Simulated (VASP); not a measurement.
Write the native input for VASP 6.6.1 that does the following.

| Quantity | Value |
| --- | --- |
| Task | single point |
| Functional | r2SCAN |
| Potentials or basis | VASP PAW PBE potentials, release 64 (Si, O) |
| Cutoff | 520 eV |
| k mesh | 6 × 6 × 4 |
| Occupations | gaussian, width 0.02 eV |
| Spin | no spin polarisation |
| Dipole correction | no |
| Further INCAR settings | ALGO = Normal; EDIFF = 1e-06; NBANDS = 44 |

The system is SiO2.

```
Si O
1.0
     4.94878    0.00000    0.00000
     0.00000    4.94878    0.00000
     0.00000    0.00000    7.31785
Si O
4 8
Direct
  0.00000 0.00000 0.00000
  0.00000 0.50000 0.25000
  0.50000 0.50000 0.50000
  0.50000 0.00000 0.75000
  0.09746 0.25000 0.12500
  0.25000 0.59746 0.37500
  0.75000 0.40254 0.37500
  0.90254 0.75000 0.12500
  0.59746 0.75000 0.62500
  0.75000 0.09746 0.87500
  0.25000 0.90254 0.87500
  0.40254 0.25000 0.62500
```

The input as run:

POSCAR

```
SiO2
1.0
    4.9487821912      0.0000000000      0.0000000000
    0.0000000000      4.9487821912      0.0000000000
    0.0000000000      0.0000000000      7.3178530048
Si O
4 8
Direct
    0.0000000000      0.0000000000      0.0000000000
    0.0000000000      0.5000000000      0.2500000000
    0.5000000000      0.5000000000      0.5000000000
    0.5000000000      0.0000000000      0.7500000000
    0.0974564812      0.2500000000      0.1250000000
    0.2500000000      0.5974564812      0.3750000000
    0.7500000000      0.4025435188      0.3750000000
    0.9025435188      0.7500000000      0.1250000000
    0.5974564812      0.7500000000      0.6250000000
    0.7500000000      0.0974564812      0.8750000000
    0.2500000000      0.9025435188      0.8750000000
    0.4025435188      0.2500000000      0.6250000000
```

INCAR.step1

```
ALGO = Normal
EDIFF = 1E-4
ENCUT = 520
GGA = PE
ISMEAR = 0
LASPH = T
LCHARG = F
LREAL = F
LWAVE = T
NBANDS = 44
NELM = 60
PREC = Accurate
SIGMA = 0.02
```

INCAR.step2

```
ALGO = Normal
EDIFF = 1E-6
ENCUT = 520
ISIF = 2
ISMEAR = 0
ISTART = 1
LASPH = T
LCHARG = T
LELF = T
LMIXTAU = T
LREAL = F
LVHAR = T
LWAVE = F
METAGGA = R2SCAN
NBANDS = 44
NELM = 60
PREC = Accurate
SIGMA = 0.02
```

KPOINTS

```
k-points
0
Gamma
  6 6 4
```

Potentials or basis: VASP PAW PBE potentials, release 64 (Si, O).

Command:

```sh
$ cat potpaw_PBE.64/Si/POTCAR potpaw_PBE.64/O/POTCAR > POTCAR
$ cp INCAR.step1 INCAR
$ mpirun -np 1 vasp_std > vasp.out
$ cp INCAR.step2 INCAR
$ mpirun -np 1 vasp_std > vasp.out
```

Results of the run:

The pressure is 0.2 GPa and the largest force is 0.005 eV/Å. The band gap on the k mesh is 6.55 eV.

Caveat: the PAW data sets were made with another functional, which shifts forces and pressure a little.

Wall time 22 min on 1 thread of Intel Xeon 8259CL, on a shared host, peak memory 0.41 GiB.
